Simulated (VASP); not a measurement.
# BP (zinc blende) (F-43m) in VASP: a series of runs, part 2 of 2

VASP 6.6.1. Earlier steps stand in the parts before.

## 3. Single point, PBE (volume scaled by 0.92)

INCAR

```
ALGO     = Normal         # electronic algorithm
EDIFF    = 1E-6           # SCF threshold, eV
ENCUT    = 500            # plane-wave cutoff, eV
GGA      = PE             # functional
GGA_COMPAT= F            
ISIF     = 2              # what is computed and relaxed
ISMEAR   = 0              # smearing method
LASPH    = T              # aspherical terms in the spheres
LCHARG   = T              # write CHGCAR
LELF     = T              # ELF
LREAL    = F              # projectors in reciprocal space
LVHAR    = T            
LWAVE    = F              # write WAVECAR
NBANDS   = 11             # bands
NELM     = 120            # most SCF steps
PREC     = Accurate       # precision mode
SIGMA    = 0.01           # smearing width, eV
```

KPOINTS

```
k-points
0
Gamma
  10 10 10
```

POSCAR

```
BP
1.0
    0.0000000000      2.2053451635      2.2053451635
    2.2053451635      0.0000000000      2.2053451635
    2.2053451635      2.2053451635      0.0000000000
B P
1 1
Direct
    0.0000000000      0.0000000000      0.0000000000
    0.2500000000      0.2500000000      0.2500000000
```

Potentials or basis: VASP PAW PBE potentials, release 64 (B, P).

Command:

```
$ cat potpaw_PBE.64/B/POTCAR potpaw_PBE.64/P/POTCAR > POTCAR
$ mpirun -np 1 vasp_std > vasp.out
```

OUTCAR:

```text
EDIFF = 1E-6
   ENCUT = 500
   GGA = PE
   ISIF = 2
   ISMEAR = 0
   LASPH = T
   LREAL = F
   NELM = 120
   PREC = Accurate

 ion  position               nearest neighbor table
   1  0.000  0.000  0.000-   2 1.91   2 1.91   2 1.91   2 1.91
   2  0.250  0.250  0.250-   1 1.91   1 1.91   1 1.91   1 1.91

  LATTYP: Found a face centered cubic cell.
 ALAT       =     4.4106903270

  Lattice vectors:

 A1 = (   0.0000000000,   2.2053451635,   2.2053451635)
 A2 = (   2.2053451635,   0.0000000000,   2.2053451635)
 A3 = (   2.2053451635,   2.2053451635,   0.0000000000)

Analysis of symmetry for initial positions (statically):
=====================================================================
 Subroutine PRICEL returns:
 Original cell was already a primitive cell.

 Routine SETGRP: Setting up the symmetry group for a
 face centered cubic supercell.

 Subroutine GETGRP returns: Found 24 space group operations
 (whereof 24 operations were pure point group operations)
 out of a pool of 48 trial point group operations.

The static configuration has the point symmetry T_d .

Analysis of symmetry for dynamics (positions and initial velocities):
=====================================================================
 Subroutine PRICEL returns:
 Original cell was already a primitive cell.

 Routine SETGRP: Setting up the symmetry group for a
 face centered cubic supercell.

 Subroutine GETGRP returns: Found 24 space group operations
 (whereof 24 operations were pure point group operations)
 out of a pool of 48 trial point group operations.

The dynamic configuration has the point symmetry T_d .

 Subroutine INISYM returns: Found 24 space group operations
 (whereof 24 operations are pure point group operations),
 and found     1 'primitive' translations

----------------------------------------------------------------------------------------

                                     Primitive cell

  volume of cell :      21.4516
[... 111 lines left out ...]
  Fermi-wavevector in a.u.,A,eV,Ry     =   1.178379  2.226813 18.892732  1.388577
  Thomas-Fermi vector in A             =   2.314709
   LORBIT       =      0    0 simple, 1 ext, 2 COOP (PROOUT), +10 PAW based schemes
   GGA     = PE    functional components
   LHFCALC =     F    Hartree Fock is set to
   AEXX    =    0.0000 exact exchange contribution
   IVDW    =     0    specifies the selected vdW correction
   LEPSILON=     F    determine dielectric tensor
   LRPA    =     F    only Hartree local field effects (RPA)
 non-spin polarized calculation
 Gauss-broadening in eV      SIGMA  =   0.01
  energy-cutoff  :      500.00
  volume of cell :       21.45
 maximum number of plane-waves:       556
   NGX = 11   NGY = 11   NGZ = 11

 number of electron       8.0000000 magnetization

 Free energy of the ion-electron system (eV)
  ---------------------------------------------------
  ext. energy  EPLUGINS =         0.00000000
  ---------------------------------------------------
  free energy    TOTEN  =       -12.82620807 eV

  energy without entropy =      -12.82620807  energy(sigma->0) =      -12.82620807

 E-fermi :   8.6111     XC(G=0): -11.2782

 val. band max:        8.4718096395   @ k =   0.0000   0.0000   0.0000
 cond. band min:       9.5913886752   @ k =   0.4000   0.4000   0.0000
 fundamental gap:      1.1195790357
 Fermi energy:         8.6111398754

 k-point     1 :       0.0000    0.0000    0.0000
  band No.  band energies     occupation
      1      -7.7698      2.00000
      2       8.4718      2.00000
      3       8.4718      2.00000
      4       8.4718      2.00000
      5      12.0143      0.00000
      6      12.0143      0.00000
      7      12.0143      0.00000
      8      17.1781      0.00000
      9      20.5973      0.00000
     10      20.8543      0.00000
     11      20.8543      0.00000
[... 309 lines left out ...]
 k-point    24 :       0.4000    0.3000    0.0000
  band No.  band energies     occupation
      1      -4.6016      2.00000
      2       2.1269      2.00000
      3       4.1015      2.00000
      4       4.6875      2.00000
      5      10.2151      0.00000
      6      12.0648      0.00000
      7      18.5119      0.00000
      8      18.5993      0.00000
      9      23.5010      0.00000
     10      24.2402      0.00000
     11      26.8207      0.00000

 [... further k-points ...]
[... 5 lines left out ...]
  --------------------------------------------------------------------------------------
  -------------------------------------------------------------------------------------
  Total        2.3381580      2.3381580      2.3381580      0.0000000      0.0000000      0.0000000
  in kB      174.6323619    174.6323619    174.6323619      0.0000000      0.0000000      0.0000000
  external PRESSURE =     174.6323619 kB  Pullay stress =       0.0000000 kB

 VOLUME and BASIS-vectors are now :
 -----------------------------------------------------------------------------
  energy-cutoff  :      500.00
  volume of cell :       21.45
      direct lattice vectors                 reciprocal lattice vectors
     0.000000000  2.205345164  2.205345164    -0.226721879  0.226721879  0.226721879
     2.205345164  0.000000000  2.205345164     0.226721879 -0.226721879  0.226721879
     2.205345164  2.205345164  0.000000000     0.226721879  0.226721879 -0.226721879

 POSITION                                       TOTAL-FORCE (eV/Angst)
 -----------------------------------------------------------------------------------
      0.00000      0.00000      0.00000        -0.000000      0.000000      0.000000
      1.10267      1.10267      1.10267         0.000000     -0.000000     -0.000000
 -----------------------------------------------------------------------------------
    total drift:                                0.000000      0.000000      0.000000

  FREE ENERGIE OF THE ION-ELECTRON SYSTEM (eV)
  ---------------------------------------------------
  free  energy   TOTEN  =       -12.8262080687 eV

  energy  without entropy=      -12.8262080687  energy(sigma->0) =      -12.82620807
```

stdout:

```text
POSCAR found type information on POSCAR B P
 POSCAR found :  2 types and       2 ions
 scaLAPACK will be used
 LDA part: xc-table for (Slater+PW92), standard interpolation
 POSCAR, INCAR and KPOINTS ok, starting setup
 FFT: planning ... GRIDC
 FFT: planning ... GRID_SOFT
 FFT: planning ... GRID
 WAVECAR not read
 entering main loop
```

Wall time 6 s (1 thread of Intel Xeon 6975P-C, shared host); peak memory 0.13 GiB.

What came out:

```
Free energy            : -12.8262 eV
Pressure               : 17.5 GPa
Band gap on the k mesh : 1.12 eV, indirect (least direct gap 3.54 eV)
```

Caveat: the cell differs from its parent crystal (volume scaled by 0.92). A k mesh can miss the band edges.

## 4. Single point, PBE

This run uses another cell than the first one, of 11.66 Å³/atom, 1.042 times its volume.

INCAR

```
ALGO = Normal
EDIFF = 1E-6
ENCUT = 500
GGA = PE
GGA_COMPAT = F
ISIF = 2
ISMEAR = 0
LASPH = T
LCHARG = F
LREAL = F
LWAVE = F
NBANDS = 11
NELM = 120
PREC = Accurate
SIGMA = 0.01
```

KPOINTS is that of step 3.

POSCAR

```
BP
1.0
    0.0000000000      2.2675000000      2.2675000000
    2.2675000000      0.0000000000      2.2675000000
    2.2675000000      2.2675000000      0.0000000000
B P
1 1
Direct
    0.0000000000      0.0000000000      0.0000000000
    0.2500000000      0.2500000000      0.2500000000
```

Potentials or basis: VASP PAW PBE potentials, release 64 (B, P).

Command:

```
$ cat potpaw_PBE.64/B/POTCAR potpaw_PBE.64/P/POTCAR > POTCAR
$ mpirun -np 1 vasp_std > vasp.out
```

OUTCAR:

```text
EDIFF = 1E-6
   ENCUT = 500
   GGA = PE
   ISIF = 2
   ISMEAR = 0
   LASPH = T
   LREAL = F
   NELM = 120
   PREC = Accurate

 ion  position               nearest neighbor table
   1  0.000  0.000  0.000-   2 1.96   2 1.96   2 1.96   2 1.96
   2  0.250  0.250  0.250-   1 1.96   1 1.96   1 1.96   1 1.96

  LATTYP: Found a face centered cubic cell.
 ALAT       =     4.5350000000

  Lattice vectors:

 A1 = (   0.0000000000,   2.2675000000,   2.2675000000)
[... 522 lines left out ...]
------------------------ aborting loop because EDIFF is reached ----------------------------------------

  FORCE on cell =-STRESS in cart. coord.  units (eV):
  Direction    XX          YY          ZZ          XY          YZ          ZX
  --------------------------------------------------------------------------------------
  -------------------------------------------------------------------------------------
  Total        0.1786188      0.1786188      0.1786188      0.0000000      0.0000000      0.0000000
  in kB       12.2734263     12.2734263     12.2734263      0.0000000      0.0000000      0.0000000
  external PRESSURE =      12.2734263 kB  Pullay stress =       0.0000000 kB

 VOLUME and BASIS-vectors are now :
 -----------------------------------------------------------------------------
  energy-cutoff  :      500.00
  volume of cell :       23.32
      direct lattice vectors                 reciprocal lattice vectors
     0.000000000  2.267500000  2.267500000    -0.220507166  0.220507166  0.220507166
     2.267500000  0.000000000  2.267500000     0.220507166 -0.220507166  0.220507166
     2.267500000  2.267500000  0.000000000     0.220507166  0.220507166 -0.220507166

 POSITION                                       TOTAL-FORCE (eV/Angst)
 -----------------------------------------------------------------------------------
      0.00000      0.00000      0.00000         0.000000      0.000000      0.000000
      1.13375      1.13375      1.13375        -0.000000     -0.000000     -0.000000
 -----------------------------------------------------------------------------------
    total drift:                                0.000000      0.000000      0.000000

  FREE ENERGIE OF THE ION-ELECTRON SYSTEM (eV)
  ---------------------------------------------------
  free  energy   TOTEN  =       -12.9298404960 eV

  energy  without entropy=      -12.9298404960  energy(sigma->0) =      -12.92984050
```

OSZICAR:

```text
N       E                     dE             d eps       ncg     rms          rms(c)
DAV:   1     0.974888897079E+01    0.97489E+01   -0.38997E+03  1034   0.639E+02
DAV:   2    -0.129973145456E+02   -0.22746E+02   -0.21701E+02  1379   0.109E+02
DAV:   3    -0.136388970995E+02   -0.64158E+00   -0.63959E+00  1302   0.159E+01
DAV:   4    -0.136415704395E+02   -0.26733E-02   -0.26732E-02  1165   0.120E+00
DAV:   5    -0.136415839329E+02   -0.13493E-04   -0.13493E-04  1282   0.869E-02    0.723E+00
DAV:   6    -0.130285655990E+02    0.61302E+00   -0.13960E+00  1169   0.511E+00    0.390E+00
DAV:   7    -0.129371497029E+02    0.91416E-01   -0.23502E-01  1280   0.241E+00    0.133E+00
DAV:   8    -0.129293093163E+02    0.78404E-02   -0.26704E-02  1224   0.933E-01    0.194E-01
DAV:   9    -0.129296320515E+02   -0.32274E-03   -0.71381E-04  1210   0.180E-01    0.124E-01
DAV:  10    -0.129298287764E+02   -0.19672E-03   -0.24712E-04  1160   0.987E-02    0.282E-02
DAV:  11    -0.129298395258E+02   -0.10749E-04   -0.11621E-05  1326   0.225E-02    0.336E-02
DAV:  12    -0.129298404960E+02   -0.97021E-06   -0.46124E-06  1157   0.105E-02
   1 F= -.12929840E+02 E0= -.12929840E+02  d E =-.371779E-87
```

stdout:

```text
POSCAR found type information on POSCAR B P
 POSCAR found :  2 types and       2 ions
 scaLAPACK will be used
 LDA part: xc-table for (Slater+PW92), standard interpolation
 POSCAR, INCAR and KPOINTS ok, starting setup
 FFT: planning ... GRIDC
 FFT: planning ... GRID_SOFT
 FFT: planning ... GRID
 WAVECAR not read
 entering main loop
```

Wall time 6.5 s (1 thread of Intel Xeon 6975P-C, shared host); peak memory 0.14 GiB.

What came out:

```yaml
Free_energy: -12.9298 eV
Pressure: 1.2 GPa
Band_gap_on_the_k_mesh: 1.24 eV, indirect (least direct gap 3.40 eV)
```

Levels at points of the mesh, in eV from the valence-band top:
```tsv
k point	band 2	band 3	band 4	band 5	band 6	band 7
(0.00, 0.00, 0.00)	0.00	0.00	0.00	3.40	3.40	3.40
(0.50, 0.00, 0.00)	-9.05	-1.76	-1.76	3.79	4.71	4.71
(0.50, 0.50, 0.00)	-8.59	-4.12	-4.12	1.33	1.66	12.14
```

A k mesh can miss the band edges. As with any semilocal functional, this PBE gap is likely too small.

## 5. Summary

| cell | gap on the mesh (eV) | pressure (GPa) |
| --- | --- | --- |
| a = 3.163 Å, angles 60.0°, 2 atoms | 1.18 | 8.6 |
| a = 3.119 Å, angles 60.0°, 2 atoms | 1.12 | 17.5 |
| a = 3.207 Å, angles 60.0°, 2 atoms | 1.24 | 1.2 |

Alike in all rows: task single point; level PBE; potentials or basis VASP PAW PBE potentials, release 64 (B, P); no spin polarisation; k mesh 10 × 10 × 10; cutoff (eV) 500; smearing gaussian 0.01 eV.

Absolute energies hang on the potentials; compare differences alone.
